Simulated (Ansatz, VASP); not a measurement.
## One calculation of CdS4, two programs

```
CELL_PARAMETERS angstrom
3.65174 0.00000 0.00000
-1.82587 3.16250 0.00000
0.00000 0.00000 8.37846
ATOMIC_POSITIONS crystal
Cd 0.00000 0.00000 0.00000
S 0.33333 0.66667 0.80677
S 0.33333 0.66667 0.41366
S 0.66667 0.33333 0.19323
S 0.66667 0.33333 0.58634
```

Change from the starting cell: species swapped into the Co4H type (P-3m1, No. 164).

Alike in both runs: functional PBE; k mesh 12 × 12 × 6; occupations gaussian, width 0.1 eV; no spin polarisation.

Ansatz relaxed the structure, and its values are those at the end. VASP's run is a single point on that final structure, the one shown.

```csv
,VASP,Ansatz
version,VASP 6.6.1,Ansatz 0.2.0
potentials or method,"VASP PAW PBE potentials, release 64 (Cd, S), cutoff 520 eV","scalar-relativistic, plane waves, PAW"
valence electrons in the cell,36,44
```

|  | VASP | Ansatz | Ansatz less VASP |
| --- | --- | --- | --- |
| gap on the k mesh at the Fermi level (eV) | none | none | - |
| pressure (GPa) | 0.1 | 0.0 | -0.16 |
| rms of the force components (eV/Å) | 0.018 | 0.001 | -0.0168 |

A gap of «none» marks a metal or a gap that the smearing closes. With one functional, cell and mesh, what is left measures potentials, basis and numerics. VASP's potentials hold 36 valence electrons a cell and Ansatz's 44, so a difference there can come from the potentials and not from the codes.
